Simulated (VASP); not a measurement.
# SnO2 (rutile type) (P4_2/mnm) in VASP: relaxation of cell and atoms with PBE

Aim: the relaxation of cell and atoms of SnO2 (rutile type) with PBE.

Everything below comes from runs of VASP 6.6.1. Logs are shortened: lines on timing, memory, paths and dates and some standing lists are left out, and cuts for length are marked.

## 1. The cell of the first run

It takes space group P4_2/mnm (No. 136, tetragonal). Conventional cell: a = 4.582 Å, b = 4.582 Å, c = 3.024 Å, α = 90.00°, β = 90.00°, γ = 90.00°. Sn (site symmetry mmm) has 6 O at 1.97 to 1.98 Å within 2.6 Å. O (site symmetry m2m) has 3 Sn at 1.97 to 1.98 Å and 1 O at 2.53 Å within 2.6 Å.

## 2. Relaxation of cell and atoms, PBE

Contents of INCAR:

```
ALGO = Normal ; EDIFF = 1E-6
EDIFFG = -0.005 ; ENCUT = 600
GGA = PE ; IBRION = 2
ISIF = 3 ; ISMEAR = -1
LASPH = True ; LCHARG = False
LREAL = False ; LWAVE = False
NELM = 60 ; NSW = 60
PREC = Accurate ; SIGMA = 0.08
```

Contents of KPOINTS:

```
k-points
0
Gamma
  7 7 11
```

Contents of POSCAR:

```
SnO2
1.0
    4.5821571838      0.0000000000      0.0000000000
    0.0000000000      4.5821571838      0.0000000000
    0.0000000000      0.0000000000      3.0242237413
Sn O
2 4
Direct
    0.0000000000      0.0000000000      0.0000000000
    0.5000000000      0.5000000000      0.5000000000
    0.3050000000      0.3050000000      0.0000000000
    0.6950000000      0.6950000000      0.0000000000
    0.8050000000      0.1950000000      0.5000000000
    0.1950000000      0.8050000000      0.5000000000
```

Potentials or basis: VASP PAW PBE potentials, release 64 (Sn_d, O).

The run is started by

```console
> cat potpaw_PBE.64/Sn_d/POTCAR potpaw_PBE.64/O/POTCAR > POTCAR
> mpirun -np 1 vasp_std > vasp.out
```

OUTCAR:

```text
EDIFF = 1E-6
   EDIFFG = -0.005
   ENCUT = 600
   GGA = PE
   IBRION = 2
   ISIF = 3
   ISMEAR = -1
   LASPH = True
   LREAL = False
   NELM = 60
   NSW = 60
   PREC = Accurate

 ion  position               nearest neighbor table
   1  0.000  0.000  0.000-   5 1.97   6 1.97   5 1.97   6 1.97   3 1.98   4 1.98   2 3.58   2 3.58
                             2 3.58   2 3.58   2 3.58   2 3.58   2 3.58   2 3.58
   2  0.500  0.500  0.500-   3 1.97   4 1.97   3 1.97   4 1.97   5 1.98   6 1.98   1 3.58   1 3.58
                             1 3.58   1 3.58   1 3.58   1 3.58   1 3.58   1 3.58
   3  0.305  0.305  0.000-   2 1.97   2 1.97   1 1.98
   4  0.695  0.695  0.000-   2 1.97   2 1.97   1 1.98
   5  0.805  0.195  0.500-   1 1.97   1 1.97   2 1.98
   6  0.195  0.805  0.500-   1 1.97   1 1.97   2 1.98

  LATTYP: Found a simple tetragonal cell.
 ALAT       =     4.5821571838
 C/A-ratio  =     0.6600000000

  Lattice vectors:

 A1 = (   4.5821571838,   0.0000000000,   0.0000000000)
 A2 = (   0.0000000000,   4.5821571838,   0.0000000000)
 A3 = (   0.0000000000,   0.0000000000,   3.0242237413)

Analysis of symmetry for initial positions (statically):
=====================================================================
 Subroutine PRICEL returns:
 Original cell was already a primitive cell.

 Routine SETGRP: Setting up the symmetry group for a
 simple tetragonal supercell.

 Subroutine GETGRP returns: Found 16 space group operations
 (whereof  8 operations were pure point group operations)
 out of a pool of 16 trial point group operations.

The static configuration has the point symmetry D_2h.
 The point group associated with its full space group is D_4h.

Analysis of symmetry for dynamics (positions and initial velocities):
=====================================================================
 Subroutine PRICEL returns:
 Original cell was already a primitive cell.

 Routine SETGRP: Setting up the symmetry group for a
 simple tetragonal supercell.

 Subroutine GETGRP returns: Found 16 space group operations
 (whereof  8 operations were pure point group operations)
 out of a pool of 16 trial point group operations.

The dynamic configuration has the point symmetry D_2h.
 The point group associated with its full space group is D_4h.

 Subroutine INISYM returns: Found 16 space group operations
 (whereof  8 operations are pure point group operations),
 and found     1 'primitive' translations

----------------------------------------------------------------------------------------

                                     Primitive cell

  volume of cell :      63.4971

  direct lattice vectors                    reciprocal lattice vectors
     4.582157184  0.000000000  0.000000000     0.218237821  0.000000000  0.000000000
     0.000000000  4.582157184  0.000000000     0.000000000  0.218237821  0.000000000
     0.000000000  0.000000000  3.024223741     0.000000000  0.000000000  0.330663365

  length of vectors
     4.582157184  4.582157184  3.024223741     0.218237821  0.218237821  0.330663365

  position of ions in fractional coordinates (direct lattice)
     0.000000000  0.000000000  0.000000000
     0.500000000  0.500000000  0.500000000
     0.305000000  0.305000000  0.000000000
     0.695000000  0.695000000  0.000000000
     0.805000000  0.195000000  0.500000000
     0.195000000  0.805000000  0.500000000

  ion indices of the primitive-cell ions
   primitive index   ion index
                 1           1
                 2           2
                 3           3
                 4           4
                 5           5
                 6           6

----------------------------------------------------------------------------------------

 KPOINTS: k-points

Automatic generation of k-mesh.
 Grid dimensions read from file:
 generate k-points for:    7    7   11

 Generating k-lattice:

  Cartesian coordinates                     Fractional coordinates (reciprocal lattice)
     0.031176832  0.000000000  0.000000000     0.142857143  0.000000000  0.000000000
     0.000000000  0.031176832  0.000000000     0.000000000  0.142857143  0.000000000
     0.000000000  0.000000000  0.030060306     0.000000000  0.000000000  0.090909091

  Length of vectors
     0.031176832  0.031176832  0.030060306

  Shift w.r.t. Gamma in fractional coordinates (k-lattice)
     0.000000000  0.000000000  0.000000000

 Subroutine IBZKPT returns following result:
 ===========================================

 Found     60 irreducible k-points:

 Following reciprocal coordinates:
            Coordinates               Weight
  0.000000  0.000000  0.000000      1.000000
  0.142857  0.000000  0.000000      4.000000
  0.285714  0.000000  0.000000      4.000000
  0.428571  0.000000  0.000000      4.000000
  0.142857  0.142857  0.000000      4.000000
  0.285714  0.142857  0.000000      8.000000
[... 16 lines left out ...]
  0.285714  0.000000  0.181818      8.000000
  0.428571  0.000000  0.181818      8.000000
 [... further k-points ...]
   k-points           NKPTS =     60   k-points in BZ     NKDIM =     60   number of bands    NBANDS=     31
   number of dos      NEDOS =    301   number of ions     NIONS =      6
   total plane-waves  NPLWV =  38400
   dimension x,y,z NGX =    40 NGY =   40 NGZ =   24
   dimension x,y,z NGXF=    80 NGYF=   80 NGZF=   48
   ions per type =               2   4
   NGX,Y,Z   is equivalent  to a cutoff of  14.51, 14.51, 13.19 a.u.
   NGXF,Y,Z  is equivalent  to a cutoff of  29.02, 29.02, 26.39 a.u.
 SYSTEM =  unknown system
   PREC   = accura    normal or accurate (medium, high low for compatibility)
   ISTART =      0    job   : 0-new  1-cont  2-samecut
   ICHARG =      2    charge: 1-file 2-atom 10-const
   ISPIN  =      1    spin polarized calculation?
   LNONCOLLINEAR =      F non collinear calculations
   LSORBIT =      F    spin-orbit coupling
   LASPH  =      T    aspherical Exc in radial PAW
   ENCUT  =  600.0 eV  44.10 Ry    6.64 a.u.   9.15  9.15  6.04*2*pi/ulx,y,z
   NELM   =     60;   NELMIN=  2; NELMDL= -5     # of ELM steps
   EDIFF  = 0.1E-05   stopping-criterion for ELM
   LREAL  =      F    real-space projection
   EDIFFG = -.5E-02   stopping-criterion for IOM
   NSW    =     60    number of steps for IOM
   IBRION =      2    ionic relax: 0-MD 1-quasi-New 2-CG
   NFREE  =      1    steps in history (QN), initial steepest desc. (CG)
   ISIF   =      3    stress and relaxation
   ISYM   =      2    0-nonsym 1-usesym 2-fastsym
   POTIM  = 0.5000    time-step for ionic-motion
   TEBEG  =    0.0;   TEEND  =   0.0 temperature during run
   PSTRESS=    0.0 pullay stress
   NELECT =      52.0000    total number of electrons
   NUPDOWN=      -1.0000    fix difference up-down
   EMIN   =  10.00;   EMAX   =-10.00  energy-range for DOS
   EFERMI =   0.00;   METHOD = LEGACY
   ISMEAR =    -1;   SIGMA  =   0.08  broadening in eV -4-tet -1-fermi 0-gaus
   EFERMI_NEDOS =   21; number of points for ismear=-14 and -15
   IALGO  =     38    algorithm
   IMIX   =      4    mixing-type and parameters
     AMIX     =   0.40;   BMIX     =  1.00
     AMIX_MAG =   1.60;   BMIX_MAG =  1.00
  volume/ion in A,a.u.               =      10.58        71.42
  Fermi-wavevector in a.u.,A,eV,Ry     =   1.531645  2.894388 31.918383  2.345935
  Thomas-Fermi vector in A             =   2.638960
   LORBIT       =      0    0 simple, 1 ext, 2 COOP (PROOUT), +10 PAW based schemes
   GGA     = PE    functional components
   LHFCALC =     F    Hartree Fock is set to
   AEXX    =    0.0000 exact exchange contribution
   IVDW    =     0    specifies the selected vdW correction
   LEPSILON=     F    determine dielectric tensor
   LRPA    =     F    only Hartree local field effects (RPA)
 conjugate gradient relaxation of ions
 non-spin polarized calculation
  energy-cutoff  :      600.00
  volume of cell :       63.50
 maximum number of plane-waves:      2134
 NGX is ok and might be reduce to    40
   NGX = 19   NGY = 19   NGZ = 13

--------------------------------------- Ionic step        1  -------------------------------------------

 number of electron      52.0000011 magnetization

 Free energy of the ion-electron system (eV)
  ---------------------------------------------------
  ext. energy  EPLUGINS =         0.00000000
  ---------------------------------------------------
  free energy    TOTEN  =       -35.70313768 eV

  energy without entropy =      -35.70313768  energy(sigma->0) =      -35.70313768

------------------------ aborting loop because EDIFF is reached ----------------------------------------

  FORCE on cell =-STRESS in cart. coord.  units (eV):
  Direction    XX          YY          ZZ          XY          YZ          ZX
  --------------------------------------------------------------------------------------
  -------------------------------------------------------------------------------------
  Total       16.8972648     16.8972648     24.0243936     -0.0000000      0.0000000      0.0000000
  in kB      426.3567148    426.3567148    606.1905100     -0.0000000      0.0000000      0.0000000
  external PRESSURE =     486.3013132 kB  Pullay stress =       0.0000000 kB
[... 27 lines left out ...]
--------------------------------------- Ionic step        2  -------------------------------------------

 number of electron      51.9999979 magnetization

 E-fermi :   2.8933     XC(G=0):  -9.7079

 val. band max:        2.8893768115   @ k =   0.1429   0.1429   0.0000
 cond. band min:       2.9184801982   @ k =   0.0000   0.0000   0.0000
 fundamental gap:      0.0291033867
 Fermi energy:         2.8933243456

 k-point     1 :       0.0000    0.0000    0.0000
  band No.  band energies     occupation
      1     -18.0567      2.00000
      2     -17.8281      2.00000
      3     -17.8275      2.00000
      4     -17.7870      2.00000
      5     -17.7870      2.00000
      6     -17.7851      2.00000
[... 880 lines left out ...]
  FREE ENERGIE OF THE ION-ELECTRON SYSTEM (eV)
  ---------------------------------------------------
  free  energy   TOTEN  =       -37.2642647064 eV

  energy  without entropy=      -37.2638584151  energy(sigma->0) =      -37.26406156

[... ionic steps 4 to 12 ...]

--------------------------------------- Ionic step       13  -------------------------------------------

 number of electron      52.0000014 magnetization

------------------------ aborting loop because EDIFF is reached ----------------------------------------
[... 75 lines left out ...]
--------------------------------------- Ionic step       15  -------------------------------------------

 number of electron      52.0000013 magnetization

 Free energy of the ion-electron system (eV)
  ---------------------------------------------------
  ext. energy  EPLUGINS =         0.00000000
  ---------------------------------------------------
  free energy    TOTEN  =       -37.29698365 eV

  energy without entropy =      -37.29680709  energy(sigma->0) =      -37.29689537

 E-fermi :   5.8874     XC(G=0): -10.9581

 val. band max:        5.4924942833   @ k =   0.0000   0.0000   0.0000
 cond. band min:       6.1230668834   @ k =   0.0000   0.0000   0.0000
 fundamental gap:      0.6305726001
 Fermi energy:         5.8874418633

 k-point     1 :       0.0000    0.0000    0.0000
  band No.  band energies     occupation
      1     -15.5388      2.00000
      2     -14.8815      2.00000
      3     -14.6936      2.00000
      4     -14.6660      2.00000
      5     -14.6660      2.00000
      6     -14.6019      2.00000
[... 840 lines left out ...]
  FREE ENERGIE OF THE ION-ELECTRON SYSTEM (eV)
  ---------------------------------------------------
  free  energy   TOTEN  =       -37.2969836519 eV

  energy  without entropy=      -37.2968070915  energy(sigma->0) =      -37.29689537

 reached required accuracy - stopping structural energy minimisation
```

Run time: 12 min. Hardware: 1 thread of Intel Xeon Platinum 8488C (Sapphire Rapids), shared host; peak memory 0.27 GiB.

What came out:

```yaml
Free_energy: -37.2970 eV
Relaxed_volume: 12.62 Å³/atom
Relaxed_cell: a = 4.833 Å, b = 4.833 Å, c = 3.242 Å, α = 90.00°, β = 90.00°, γ = 90.00°
Space_group_after_relaxing_to_0.1_Å: P4_2/mnm (No. 136)
Energy_gained_by_relaxing: 265.6 meV/atom
Ionic_steps: 15
Pressure_after_relaxing: 0.0 GPa
Band_gap_on_the_k_mesh: 0.63 eV
```

Step by step:
```csv
step,energy change (eV),largest force (eV/Å),pressure (GPa),volume (Å³)
1,0.0000,0.6360,48.63,63.50
2,0.8038,0.6687,-25.19,97.75
3,-1.5611,0.5317,-1.88,76.21
4,-1.5677,0.5025,-0.20,75.51
5,-1.5682,0.4916,0.41,75.25
6,-1.5931,0.0878,-0.12,75.69
7,-1.5938,0.0068,-0.16,75.78
8,-1.5938,0.0015,-0.18,75.79
9,-1.5938,0.0143,0.16,75.65
10,-1.5938,0.0086,0.00,75.72
11,-1.5938,0.0083,0.02,75.72
12,-1.5938,0.0054,-0.09,75.75
13,-1.5938,0.0077,0.00,75.73
14,-1.5938,0.0072,-0.01,75.73
15,-1.5938,0.0012,-0.01,75.72
```

Final structure:
```
CELL_PARAMETERS angstrom
4.83259 0.00000 0.00000
0.00000 4.83259 0.00000
0.00000 0.00000 3.24240
ATOMIC_POSITIONS crystal
Sn 0.00000 0.00000 0.00000
Sn 0.50000 0.50000 0.50000
O 0.30656 0.30656 0.00000
O 0.69344 0.69344 0.00000
O 0.80656 0.19344 0.50000
O 0.19344 0.80656 0.50000
```

Levels at points of the mesh, in eV from the valence-band top:
```
           k point  band 22  band 23  band 24  band 25  band 26  band 27  band 28  band 29  band 30  band 31
(0.00, 0.00, 0.00)    -1.26    -1.26    -0.74    -0.74     0.00     0.63     5.65     6.04     6.04    10.08
```

Caveat: the volume moved by over 15 % at a fixed basis, so the end points are rough; spin-orbit coupling is left out, which moves the levels of the heavy elements.
